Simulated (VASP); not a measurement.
# Al3InSb4 (I-42m) in VASP: relaxation of cell and atoms with PBE

Aim: the relaxation of cell and atoms of Al3InSb4 with PBE.

Everything below comes from runs of VASP 6.6.1. Logs are shortened: lines on timing, memory, paths and dates and some standing lists are left out, and cuts for length are marked.

**1. The cell of the first run**

It takes space group I-42m (No. 121, tetragonal). The conventional cell has a = 6.322 Å, b = 6.322 Å, c = 12.634 Å, α = 90.00°, β = 90.00°, γ = 90.00°. Within 3.5 Å of Al (site symmetry -42m) lie 4 Sb at 2.69 Å. Within 3.6 Å of Al (site symmetry -4) lie 4 Sb at 2.71 Å. Within 3.8 Å of In (site symmetry -42m) lie 4 Sb at 2.85 Å. Within 3.5 Å of Sb (site symmetry m) lie 3 Al at 2.69 to 2.71 Å and 1 In at 2.85 Å.

**2. Relaxation of cell and atoms, PBE**

INCAR reads:

```
PREC = Accurate ; ENCUT = 500
EDIFF = 1E-7 ; ISMEAR = 0
SIGMA = 0.01 ; LREAL = F
LASPH = T ; NELM = 120
ALGO = Normal ; ISIF = 3
LWAVE = F ; LCHARG = F
GGA = PE ; IBRION = 2
NSW = 80 ; EDIFFG = -0.001
GGA_COMPAT = F ; NELMIN = 4
```

KPOINTS reads:

```
regular mesh
0
Gamma
  6 6 6
```

POSCAR reads:

```
Al3InSb4
1.0
   -3.1610997000      3.1610997000      6.3167974000
    3.1610997000     -3.1610997000      6.3167974000
    3.1610997000      3.1610997000     -6.3167974000
Al In Sb
3 1 4
Direct
    0.5000000000      0.5000000000      0.0000000000
    0.2500000000      0.7500000000      0.5000000000
    0.7500000000      0.2500000000      0.5000000000
    0.0000000000      0.0000000000      0.0000000000
    0.8684280000      0.8684280000      0.4780520000
    0.3903760000      0.3903760000      0.5219480000
    0.1315720000      0.6096240000      0.0000000000
    0.6096240000      0.1315720000      0.0000000000
```

Potentials or basis: VASP PAW PBE potentials, release 64 (Al, In_d, Sb).

Launch:

```sh
$ cat potpaw_PBE.64/Al/POTCAR potpaw_PBE.64/In_d/POTCAR potpaw_PBE.64/Sb/POTCAR > POTCAR
$ mpirun -np 1 vasp_std > vasp.out
```

OUTCAR:

```text
PREC = Accurate
   ENCUT = 500
   EDIFF = 1E-7
   ISMEAR = 0
   LREAL = F
   LASPH = T
   NELM = 120
   ISIF = 3
   GGA = PE
   IBRION = 2
   NSW = 80
   EDIFFG = -0.001
   NELMIN = 4

 ion  position               nearest neighbor table
   1  0.500  0.500  0.000-   5 2.69   6 2.69   7 2.69   8 2.69
   2  0.250  0.750  0.500-   5 2.71   6 2.71   8 2.71   7 2.71
   3  0.750  0.250  0.500-   5 2.71   6 2.71   7 2.71   8 2.71
   4  0.000  0.000  0.000-   5 2.85   7 2.85   8 2.85   6 2.85
   5  0.868  0.868  0.478-   1 2.69   2 2.71   3 2.71   4 2.85
   6  0.390  0.390  0.522-   1 2.69   2 2.71   3 2.71   4 2.85
   7  0.132  0.610  0.000-   1 2.69   2 2.71   3 2.71   4 2.85
   8  0.610  0.132  0.000-   1 2.69   3 2.71   2 2.71   4 2.85

  LATTYP: Found a body centered tetragonal cell.
 ALAT       =     6.3221994000
 C/A-ratio  =     1.9982911010

  Lattice vectors:

 A1 = (  -3.1610997000,   3.1610997000,   6.3167974000)
 A2 = (   3.1610997000,  -3.1610997000,   6.3167974000)
 A3 = (   3.1610997000,   3.1610997000,  -6.3167974000)

Analysis of symmetry for initial positions (statically):
=====================================================================
 Subroutine PRICEL returns:
 Original cell was already a primitive cell.

 Routine SETGRP: Setting up the symmetry group for a
 body centered tetragonal supercell.

 Subroutine GETGRP returns: Found  8 space group operations
 (whereof  8 operations were pure point group operations)
 out of a pool of 16 trial point group operations.

The static configuration has the point symmetry D_2d.

Analysis of symmetry for dynamics (positions and initial velocities):
=====================================================================
 Subroutine PRICEL returns:
 Original cell was already a primitive cell.

 Routine SETGRP: Setting up the symmetry group for a
 body centered tetragonal supercell.

 Subroutine GETGRP returns: Found  8 space group operations
 (whereof  8 operations were pure point group operations)
 out of a pool of 16 trial point group operations.

The dynamic configuration has the point symmetry D_2d.

 Subroutine INISYM returns: Found  8 space group operations
 (whereof  8 operations are pure point group operations),
 and found     1 'primitive' translations

----------------------------------------------------------------------------------------

                                     Primitive cell

  volume of cell :     252.4837

  direct lattice vectors                    reciprocal lattice vectors
    -3.161099700  3.161099700  6.316797400     0.000000000  0.158172803  0.079154035
     3.161099700 -3.161099700  6.316797400     0.158172803  0.000000000  0.079154035
     3.161099700  3.161099700 -6.316797400     0.158172803  0.158172803  0.000000000

  length of vectors
     7.738671205  7.738671205  7.738671205     0.176872827  0.176872827  0.223690123

  position of ions in fractional coordinates (direct lattice)
     0.500000000  0.500000000  0.000000000
     0.250000000  0.750000000  0.500000000
     0.750000000  0.250000000  0.500000000
     0.000000000  0.000000000  0.000000000
     0.868428000  0.868428000  0.478052000
     0.390376000  0.390376000  0.521948000
     0.131572000  0.609624000  0.000000000
     0.609624000  0.131572000  0.000000000

  ion indices of the primitive-cell ions
   primitive index   ion index
                 1           1
                 2           2
                 3           3
                 4           4
                 5           5
                 6           6
                 7           7
                 8           8

----------------------------------------------------------------------------------------

 KPOINTS: regular mesh

Automatic generation of k-mesh.
 Grid dimensions read from file:
 generate k-points for:    6    6    6

 Generating k-lattice:

  Cartesian coordinates                     Fractional coordinates (reciprocal lattice)
     0.000000000  0.026362134  0.013192339     0.166666667  0.000000000 -0.000000000
     0.026362134  0.000000000  0.013192339     0.000000000  0.166666667 -0.000000000
     0.026362134  0.026362134  0.000000000     0.000000000  0.000000000  0.166666667

  Length of vectors
     0.029478804  0.029478804  0.037281687

  Shift w.r.t. Gamma in fractional coordinates (k-lattice)
     0.000000000  0.000000000  0.000000000

 Subroutine IBZKPT returns following result:
 ===========================================

 Found     30 irreducible k-points:

 Following reciprocal coordinates:
            Coordinates               Weight
  0.000000  0.000000  0.000000      1.000000
  0.166667  0.000000 -0.000000      8.000000
  0.333333  0.000000 -0.000000      8.000000
  0.500000  0.000000 -0.000000      4.000000
  0.166667  0.166667 -0.000000      8.000000
  0.333333  0.166667  0.000000     16.000000
[... 16 lines left out ...]
 -0.333333 -0.333333  0.166667      8.000000
 -0.166667 -0.333333  0.166667      8.000000
 [... further k-points ...]
   k-points           NKPTS =     30   k-points in BZ     NKDIM =     30   number of bands    NBANDS=     26
   number of dos      NEDOS =    301   number of ions     NIONS =      8
   total plane-waves  NPLWV = 175616
   dimension x,y,z NGX =    56 NGY =   56 NGZ =   56
   dimension x,y,z NGXF=   112 NGYF=  112 NGZF=  112
   ions per type =               3   1   4
   NGX,Y,Z   is equivalent  to a cutoff of  12.03, 12.03, 12.03 a.u.
   NGXF,Y,Z  is equivalent  to a cutoff of  24.06, 24.06, 24.06 a.u.
 SYSTEM =  unknown system
   PREC   = accura    normal or accurate (medium, high low for compatibility)
   ISTART =      0    job   : 0-new  1-cont  2-samecut
   ICHARG =      2    charge: 1-file 2-atom 10-const
   ISPIN  =      1    spin polarized calculation?
   LNONCOLLINEAR =      F non collinear calculations
   LSORBIT =      F    spin-orbit coupling
   LASPH  =      T    aspherical Exc in radial PAW
   ENCUT  =  500.0 eV  36.75 Ry    6.06 a.u.  14.11 14.11 14.11*2*pi/ulx,y,z
   NELM   =    120;   NELMIN=  4; NELMDL= -5     # of ELM steps
   EDIFF  = 0.1E-06   stopping-criterion for ELM
   LREAL  =      F    real-space projection
   EDIFFG = -.1E-02   stopping-criterion for IOM
   NSW    =     80    number of steps for IOM
   IBRION =      2    ionic relax: 0-MD 1-quasi-New 2-CG
   NFREE  =      1    steps in history (QN), initial steepest desc. (CG)
   ISIF   =      3    stress and relaxation
   ISYM   =      2    0-nonsym 1-usesym 2-fastsym
   POTIM  = 0.5000    time-step for ionic-motion
   TEBEG  =    0.0;   TEEND  =   0.0 temperature during run
   PSTRESS=    0.0 pullay stress
   NELECT =      42.0000    total number of electrons
   NUPDOWN=      -1.0000    fix difference up-down
   EMIN   =  10.00;   EMAX   =-10.00  energy-range for DOS
   EFERMI =   0.00;   METHOD = LEGACY
   ISMEAR =     0;   SIGMA  =   0.01  broadening in eV -4-tet -1-fermi 0-gaus
   EFERMI_NEDOS =   21; number of points for ismear=-14 and -15
   IALGO  =     38    algorithm
   IMIX   =      4    mixing-type and parameters
     AMIX     =   0.40;   BMIX     =  1.00
     AMIX_MAG =   1.60;   BMIX_MAG =  1.00
  volume/ion in A,a.u.               =      31.56       212.98
  Fermi-wavevector in a.u.,A,eV,Ry     =   0.900354  1.701423 11.029400  0.810638
  Thomas-Fermi vector in A             =   2.023302
   LORBIT       =      0    0 simple, 1 ext, 2 COOP (PROOUT), +10 PAW based schemes
   GGA     = PE    functional components
   LHFCALC =     F    Hartree Fock is set to
   AEXX    =    0.0000 exact exchange contribution
   IVDW    =     0    specifies the selected vdW correction
   LEPSILON=     F    determine dielectric tensor
   LRPA    =     F    only Hartree local field effects (RPA)
 conjugate gradient relaxation of ions
 non-spin polarized calculation
 Gauss-broadening in eV      SIGMA  =   0.01
  energy-cutoff  :      500.00
  volume of cell :      252.48
 maximum number of plane-waves:      6444
   NGX = 29   NGY = 29   NGZ = 29

--------------------------------------- Ionic step        1  -------------------------------------------

 number of electron      42.0000007 magnetization

 Free energy of the ion-electron system (eV)
  ---------------------------------------------------
  ext. energy  EPLUGINS =         0.00000000
  ---------------------------------------------------
  free energy    TOTEN  =       -31.56839797 eV

  energy without entropy =      -31.56839797  energy(sigma->0) =      -31.56839797

------------------------ aborting loop because EDIFF is reached ----------------------------------------

  FORCE on cell =-STRESS in cart. coord.  units (eV):
  Direction    XX          YY          ZZ          XY          YZ          ZX
  --------------------------------------------------------------------------------------
  -------------------------------------------------------------------------------------
  Total        0.1860775      0.1860775      0.1863713      0.0000000     -0.0000000      0.0000000
  in kB        1.1807857      1.1807857      1.1826499      0.0000000     -0.0000000      0.0000000
  external PRESSURE =       1.1814071 kB  Pullay stress =       0.0000000 kB
[... 195 lines left out ...]
  energy  without entropy=      -31.5686637164  energy(sigma->0) =      -31.56866372

--------------------------------------- Ionic step        6  -------------------------------------------

 number of electron      42.0000007 magnetization

 Free energy of the ion-electron system (eV)
  ---------------------------------------------------
  ext. energy  EPLUGINS =         0.00000000
  ---------------------------------------------------
  free energy    TOTEN  =       -31.56867653 eV

  energy without entropy =      -31.56867653  energy(sigma->0) =      -31.56867653

 E-fermi :   4.4910     XC(G=0):  -8.4762

 val. band max:        4.4213849465   @ k =   0.0000   0.0000   0.0000
 cond. band min:       5.1979771981   @ k =   0.0000   0.0000   0.0000
 fundamental gap:      0.7765922515
 Fermi energy:         4.4909537268

 k-point     1 :       0.0000    0.0000    0.0000
  band No.  band energies     occupation
      1      -9.9037      2.00000
      2      -9.9010      2.00000
      3      -9.9010      2.00000
      4      -9.8348      2.00000
      5      -9.8320      2.00000
      6      -6.0187      2.00000
[... 685 lines left out ...]
     25       6.5698      0.00000
     26       6.7458      0.00000

 [... further k-points ...]

------------------------ aborting loop because EDIFF is reached ----------------------------------------

  FORCE on cell =-STRESS in cart. coord.  units (eV):
  Direction    XX          YY          ZZ          XY          YZ          ZX
  --------------------------------------------------------------------------------------
  -------------------------------------------------------------------------------------
  Total       -0.0001084     -0.0001084      0.0003111      0.0000000     -0.0000000      0.0000000
  in kB       -0.0006862     -0.0006862      0.0019689      0.0000000     -0.0000000      0.0000000
  external PRESSURE =       0.0001988 kB  Pullay stress =       0.0000000 kB
[... 23 lines left out ...]
  FREE ENERGIE OF THE ION-ELECTRON SYSTEM (eV)
  ---------------------------------------------------
  free  energy   TOTEN  =       -31.5686765342 eV

  energy  without entropy=      -31.5686765342  energy(sigma->0) =      -31.56867653

 reached required accuracy - stopping structural energy minimisation
```

Wall time 25 min (1 thread of Intel Xeon 8259CL, shared host); peak memory 0.57 GiB.

Results:

```yaml
Free_energy: -31.5687 eV
Relaxed_volume: 31.64 Å³/atom
Relaxed_cell: a = 7.745 Å, b = 7.745 Å, c = 7.745 Å, α = 131.78°, β = 131.78°, γ = 70.57°
Space_group_after_relaxing_to_0.1_Å: I-42m (No. 121)
Energy_gained_by_relaxing: 0.0 meV/atom
Ionic_steps: 6
Pressure_after_relaxing: 0.0 GPa
Band_gap_on_the_k_mesh: 0.78 eV
```

Step by step:
| step | energy change (eV) | largest force (eV/Å) | pressure (GPa) | volume (Å³) |
| --- | --- | --- | --- | --- |
| 1 | 0.0000 | 0.0140 | 0.12 | 252.48 |
| 2 | -0.0002 | 0.0093 | -0.04 | 253.34 |
| 3 | -0.0002 | 0.0107 | 0.00 | 253.14 |
| 4 | -0.0002 | 0.0106 | -0.01 | 253.15 |
| 5 | -0.0003 | 0.0067 | 0.00 | 253.14 |
| 6 | -0.0003 | 0.0009 | 0.00 | 253.13 |

Final structure:
```
CELL_PARAMETERS angstrom
-3.16377 3.16377 6.32221
3.16377 -3.16377 6.32221
3.16377 3.16377 -6.32221
ATOMIC_POSITIONS crystal
Al 0.50000 0.50000 0.00000
Al 0.25000 0.75000 0.50000
Al 0.75000 0.25000 0.50000
In 0.00000 0.00000 0.00000
Sb 0.86853 0.86853 0.47842
Sb 0.39011 0.39011 0.52158
Sb 0.13147 0.60989 0.00000
Sb 0.60989 0.13147 0.00000
```

Caveat: spin-orbit coupling is left out, which moves the levels of the heavy elements. A k mesh can miss the band edges.
